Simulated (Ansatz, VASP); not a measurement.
# One calculation of Co, two programs

```xyz
3
Lattice="3.8556 0.0000 0.0000 -1.9278 3.3391 0.0000 0.0000 0.0000 2.3767" Properties=species:S:1:pos:R:3 pbc="T T T"
Co    0.0000    0.0000    0.0000
Co    0.0000    2.2260    1.1884
Co    1.9278    1.1130    1.1884
```

Alike in both runs: functional LDA; k mesh 9 × 9 × 13; occupations fermi-dirac, width 0.05 eV; collinear spin.

Ansatz relaxed the structure, and its values are those at the end. VASP's run is a single point on that final structure, the one shown.

|  | VASP | Ansatz |
| --- | --- | --- |
| version | VASP 6.6.1 | Ansatz 0.2.0 |
| potentials or method | VASP PAW LDA potentials, release 64 (Co_sv), cutoff 690 eV | plane waves (420 eV) with PAW, scalar-relativistic |
| valence electrons in the cell | 51 | 51 |

```csv
,VASP,Ansatz,Ansatz less VASP
pressure (GPa),-1.7,0.0,+1.69
net moment per atom (μB),1.55,1.58,+0.029
size of the moment on the site where the two differ most (μB),1.57,1.61,+0.043
```

Ansatz warns that its potentials were made for another functional, while VASP's fit it. LDA's correlation is that of Perdew and Zunger in VASP and of Perdew and Wang (1992) in Ansatz. Site moments also hang on the region over which each program counts them.
